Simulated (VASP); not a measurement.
# Nb (Fm-3m) in VASP: a series of runs

Nb is run at these levels: PBE; tasks: single point.

All numbers are computed with VASP 6.6.1; they aren't measurements. Logs are shortened: lines on timing, memory, paths and dates and some standing lists are left out, and cuts for length are marked.

**1. The cell of the first run**

Symmetry: Fm-3m, No. 225, cubic system. Conventional cell: a = 4.230 Å, b = 4.230 Å, c = 4.230 Å, α = 90.00°, β = 90.00°, γ = 90.00°. Within 3.9 Å of Nb (site symmetry m-3m) lie 12 Nb at 2.99 Å.

**2. Single point, PBE**

The input, INCAR:

```
ALGO = Normal ; EDIFF = 1E-6
ENCUT = 520 ; GGA = PE
ISIF = 2 ; ISMEAR = 0
LASPH = True ; LCHARG = False
LREAL = False ; LWAVE = False
NBANDS = 12 ; NELM = 80
PREC = Accurate ; SIGMA = 0.022
```

The input, KPOINTS:

```
k-points
0
Gamma
  11 11 11
```

The input, POSCAR:

```
Nb
1.0
    0.0000000000      2.1150000000      2.1150000000
    2.1150000000      0.0000000000      2.1150000000
    2.1150000000      2.1150000000      0.0000000000
Nb
1
Direct
    0.0000000000      0.0000000000      0.0000000000
```

Potentials or basis: VASP PAW PBE potentials, release 64 (Nb_sv).

Run with:

```sh
cat potpaw_PBE.64/Nb_sv/POTCAR > POTCAR
mpirun -np 1 vasp_std > vasp.out
```

OUTCAR:

```text
EDIFF = 1E-6
   ENCUT = 520
   GGA = PE
   ISIF = 2
   ISMEAR = 0
   LASPH = True
   LREAL = False
   NELM = 80
   PREC = Accurate

 ion  position               nearest neighbor table
   1  0.000  0.000  0.000-

  LATTYP: Found a face centered cubic cell.
 ALAT       =     4.2300000000

  Lattice vectors:

 A1 = (   0.0000000000,   2.1150000000,   2.1150000000)
 A2 = (   2.1150000000,   0.0000000000,   2.1150000000)
 A3 = (   2.1150000000,   2.1150000000,   0.0000000000)

Analysis of symmetry for initial positions (statically):
=====================================================================
 Subroutine PRICEL returns:
 Original cell was already a primitive cell.

 Routine SETGRP: Setting up the symmetry group for a
 face centered cubic supercell.

 Subroutine GETGRP returns: Found 48 space group operations
 (whereof 48 operations were pure point group operations)
 out of a pool of 48 trial point group operations.

The static configuration has the point symmetry O_h .

Analysis of symmetry for dynamics (positions and initial velocities):
=====================================================================
 Subroutine PRICEL returns:
 Original cell was already a primitive cell.

 Routine SETGRP: Setting up the symmetry group for a
 face centered cubic supercell.

 Subroutine GETGRP returns: Found 48 space group operations
 (whereof 48 operations were pure point group operations)
 out of a pool of 48 trial point group operations.

The dynamic configuration has the point symmetry O_h .

 Subroutine INISYM returns: Found 48 space group operations
 (whereof 48 operations are pure point group operations),
 and found     1 'primitive' translations

----------------------------------------------------------------------------------------

                                     Primitive cell

  volume of cell :      18.9217

  direct lattice vectors                    reciprocal lattice vectors
     0.000000000  2.115000000  2.115000000    -0.236406619  0.236406619  0.236406619
     2.115000000  0.000000000  2.115000000     0.236406619 -0.236406619  0.236406619
     2.115000000  2.115000000  0.000000000     0.236406619  0.236406619 -0.236406619

  length of vectors
     2.991061684  2.991061684  2.991061684     0.409468276  0.409468276  0.409468276

  position of ions in fractional coordinates (direct lattice)
     0.000000000  0.000000000  0.000000000

  ion indices of the primitive-cell ions
   primitive index   ion index
                 1           1

[... 80 lines left out ...]
   TEBEG  =    0.0;   TEEND  =   0.0 temperature during run
   PSTRESS=    0.0 pullay stress
   NELECT =      13.0000    total number of electrons
   NUPDOWN=      -1.0000    fix difference up-down
   EMIN   =  10.00;   EMAX   =-10.00  energy-range for DOS
   EFERMI =   0.00;   METHOD = LEGACY
   ISMEAR =     0;   SIGMA  =   0.02  broadening in eV -4-tet -1-fermi 0-gaus
   EFERMI_NEDOS =   21; number of points for ismear=-14 and -15
   IALGO  =     38    algorithm
   IMIX   =      4    mixing-type and parameters
     AMIX     =   0.40;   BMIX     =  1.00
     AMIX_MAG =   1.60;   BMIX_MAG =  1.00
  volume/ion in A,a.u.               =      18.92       127.69
  Fermi-wavevector in a.u.,A,eV,Ry     =   1.444560  2.729823 28.392005  2.086754
  Thomas-Fermi vector in A             =   2.562841
   LORBIT       =      0    0 simple, 1 ext, 2 COOP (PROOUT), +10 PAW based schemes
   GGA     = PE    functional components
   LHFCALC =     F    Hartree Fock is set to
   AEXX    =    0.0000 exact exchange contribution
   IVDW    =     0    specifies the selected vdW correction
   LEPSILON=     F    determine dielectric tensor
   LRPA    =     F    only Hartree local field effects (RPA)
 non-spin polarized calculation
 Gauss-broadening in eV      SIGMA  =   0.02
  energy-cutoff  :      520.00
  volume of cell :       18.92
 maximum number of plane-waves:       532
   NGX = 11   NGY = 11   NGZ = 11

 number of electron      13.0000001 magnetization

 Free energy of the ion-electron system (eV)
  ---------------------------------------------------
  ext. energy  EPLUGINS =         0.00000000
  ---------------------------------------------------
  free energy    TOTEN  =        -9.89369819 eV

  energy without entropy =       -9.89329883  energy(sigma->0) =       -9.89349851

 E-fermi :  10.8567     XC(G=0): -12.2485

 val. band max:       10.8439920360   @ k =   0.3636   0.0909   0.0000
 cond. band min:      10.8573934811   @ k =   0.3636   0.2727   0.0909
 fundamental gap:      0.0134014451
 Fermi energy:        10.8566764333

 k-point     1 :       0.0000    0.0000    0.0000
  band No.  band energies     occupation
      1     -43.9359      2.00000
      2     -19.3394      2.00000
      3     -19.3394      2.00000
      4     -19.3394      2.00000
      5       4.6488      2.00000
      6      10.9693      0.00000
      7      10.9693      0.00000
      8      10.9693      0.00000
      9      13.5344      0.00000
     10      13.5344      0.00000
     11      22.6633      0.00000
     12      27.4053      0.00000
[... 331 lines left out ...]
 k-point    24 :      -0.1818    0.1818    0.0000
  band No.  band energies     occupation
      1     -43.8126      2.00000
      2     -19.9871      2.00000
      3     -19.6094      2.00000
      4     -19.4144      2.00000
      5       7.2317      2.00000
      6       9.6706      2.00000
      7      10.8960      0.01139
      8      12.2253      0.00000
      9      12.2607      0.00000
     10      15.1617      0.00000
     11      24.1328      0.00000
     12      26.6907      0.00000

 [... further k-points ...]

------------------------ aborting loop because EDIFF is reached ----------------------------------------

  FORCE on cell =-STRESS in cart. coord.  units (eV):
  Direction    XX          YY          ZZ          XY          YZ          ZX
  --------------------------------------------------------------------------------------
  -------------------------------------------------------------------------------------
  Total       -0.2668323     -0.2668323     -0.2668323      0.0000000     -0.0000000     -0.0000000
  in kB      -22.5937299    -22.5937299    -22.5937299      0.0000000     -0.0000000     -0.0000000
  external PRESSURE =     -22.5937299 kB  Pullay stress =       0.0000000 kB

 VOLUME and BASIS-vectors are now :
 -----------------------------------------------------------------------------
  energy-cutoff  :      520.00
  volume of cell :       18.92
      direct lattice vectors                 reciprocal lattice vectors
     0.000000000  2.115000000  2.115000000    -0.236406619  0.236406619  0.236406619
     2.115000000  0.000000000  2.115000000     0.236406619 -0.236406619  0.236406619
     2.115000000  2.115000000  0.000000000     0.236406619  0.236406619 -0.236406619

 POSITION                                       TOTAL-FORCE (eV/Angst)
 -----------------------------------------------------------------------------------
      0.00000      0.00000      0.00000         0.000000      0.000000     -0.000000
 -----------------------------------------------------------------------------------
    total drift:                                0.000000      0.000000     -0.000000

  FREE ENERGIE OF THE ION-ELECTRON SYSTEM (eV)
  ---------------------------------------------------
  free  energy   TOTEN  =        -9.8936981886 eV

  energy  without entropy=       -9.8932988255  energy(sigma->0) =       -9.89349851
```

OSZICAR:

```text
N       E                     dE             d eps       ncg     rms          rms(c)
DAV:   1     0.117257420731E+03    0.11726E+03   -0.72585E+03  1344   0.108E+03
DAV:   2    -0.542848677412E+01   -0.12269E+03   -0.11813E+03  1452   0.383E+02
DAV:   3    -0.100317864561E+02   -0.46033E+01   -0.43677E+01  1880   0.651E+01
DAV:   4    -0.103509413229E+02   -0.31915E+00   -0.31759E+00  1924   0.159E+01
DAV:   5    -0.103630720854E+02   -0.12131E-01   -0.12127E-01  1928   0.260E+00    0.656E+00
DAV:   6    -0.993822914085E+01    0.42484E+00   -0.67896E-01  2116   0.102E+01    0.229E+00
DAV:   7    -0.988918305420E+01    0.49046E-01   -0.19577E-01  2192   0.541E+00    0.990E-01
DAV:   8    -0.989364884951E+01   -0.44658E-02   -0.13276E-02  1580   0.153E+00    0.369E-02
DAV:   9    -0.989368566663E+01   -0.36817E-04   -0.78983E-04  2176   0.251E-01    0.411E-02
DAV:  10    -0.989370343241E+01   -0.17766E-04   -0.21238E-05  1628   0.570E-02    0.146E-02
DAV:  11    -0.989369836333E+01    0.50691E-05   -0.63666E-06  1732   0.433E-02    0.276E-03
DAV:  12    -0.989369818862E+01    0.17471E-06   -0.28118E-07   988   0.489E-03
   1 F= -.98936982E+01 E0= -.98934985E+01  d E =-.399363E-03
```

stdout:

```text
POSCAR found type information on POSCAR Nb
 POSCAR found :  1 types and       1 ions
 scaLAPACK will be used
 LDA part: xc-table for (Slater+PW92), standard interpolation
 POSCAR, INCAR and KPOINTS ok, starting setup
 FFT: planning ... GRIDC
 FFT: planning ... GRID_SOFT
 FFT: planning ... GRID
 WAVECAR not read
 entering main loop
```

It took 7.7 s on 1 thread of Intel Xeon Platinum 8259CL at 2.50GHz (Skylake/Cascade Lake), shared host; peak memory 0.14 GiB.

What came out:

```
Free energy : -9.8937 eV
Pressure    : -2.3 GPa
```

Levels at points of the mesh, in eV from the Fermi level:
```csv
k point,band 2,band 3,band 4,band 5,band 6,band 7,band 8,band 9,band 10,band 11
"(0.00, 0.00, 0.00)",-30.20,-30.20,-30.20,-6.21,0.11,0.11,0.11,2.68,2.68,11.81
```

**3. Single point, PBE**

The input, INCAR:

```
SYSTEM = Nb
PREC     = Accurate       ! precision mode
ENCUT    = 520            ! plane-wave cutoff, eV
EDIFF    = 1E-7           ! SCF threshold, eV
ISMEAR   = 0              ! smearing method
SIGMA    = 0.023          ! smearing width, eV
LREAL    = .FALSE.        ! projectors in reciprocal space
LASPH    = .TRUE.         ! aspherical terms in the spheres
NELM     = 60             ! most SCF steps
ALGO     = Normal         ! electronic algorithm
ISIF     = 2              ! what is computed and relaxed
LWAVE    = .FALSE.        ! write WAVECAR
LCHARG   = .FALSE.        ! write CHGCAR
GGA      = PE             ! functional
NBANDS   = 12             ! bands
```

The input, KPOINTS:

```
regular mesh
0
G
  11 11 11
  0 0 0
```

POSCAR is that of step 2.

Potentials or basis: VASP PAW PBE potentials, release 64 (Nb_sv).

Run with:

```sh
cat potpaw_PBE.64/Nb_sv/POTCAR > POTCAR
mpirun -np 1 vasp_std > vasp.out
```

It took 8.8 s on 1 thread of Intel Xeon Platinum 8259CL at 2.50GHz (Skylake/Cascade Lake), shared host; peak memory 0.14 GiB.

It converged, with:

```
Free energy : -9.8937 eV
Pressure    : -2.3 GPa
```

Levels at points of the mesh, in eV from the Fermi level:
| k point | band 2 | band 3 | band 4 | band 5 | band 6 | band 7 | band 8 | band 9 | band 10 | band 11 |
| --- | --- | --- | --- | --- | --- | --- | --- | --- | --- | --- |
| (0.00, 0.00, 0.00) | -30.20 | -30.20 | -30.20 | -6.21 | 0.11 | 0.11 | 0.11 | 2.68 | 2.68 | 11.81 |

**4. Single point, PBE**

The input, INCAR:

```
SYSTEM = Nb
  PREC = Accurate
  ENCUT = 520
  EDIFF = 1E-6
  ISMEAR = 0
  SIGMA = 0.024
  LREAL = .False.
  LASPH = .True.
  NELM = 100
  ALGO = Normal
  ISIF = 2
  LWAVE = .False.
  LCHARG = .False.
  GGA = PE
  NBANDS = 12
```

The input, KPOINTS:

```
Automatic mesh
0
Gamma
  11 11 11
  0 0 0
```

POSCAR is that of step 3.

Run with:

```sh
cat potpaw_PBE.64/Nb_sv/POTCAR > POTCAR
mpirun -np 1 vasp_std > vasp.out
```

Run time: 7.6 s. Hardware: 1 thread of Intel Xeon Platinum 8259CL at 2.50GHz (Skylake/Cascade Lake), shared host; peak memory 0.14 GiB.

It converged, with:

| Quantity | Value |
| --- | --- |
| Free energy | -9.8937 eV |
| Pressure | -2.3 GPa |

Levels at points of the mesh, in eV from the Fermi level:
```csv
k point,band 3,band 4,band 5,band 6,band 7,band 8,band 9,band 10
"(0.00, 0.00, 0.00)",-30.20,-30.20,-6.21,0.11,0.11,0.11,2.68,2.68
```

**5. Overview**

```tsv
smearing	gap on the mesh (eV)	pressure (GPa)
gaussian 0.022 eV	none	-2.3
gaussian 0.023 eV	none	-2.3
gaussian 0.024 eV	none	-2.3
```

Alike in all rows: task single point; level PBE; potentials or basis VASP PAW PBE potentials, release 64 (Nb_sv); no spin polarisation; cell as given; k mesh 11 × 11 × 11; cutoff (eV) 520.

Every run on the cell as given and a fine mesh finds a metal.

Absolute energies hang on the potentials; compare differences alone.
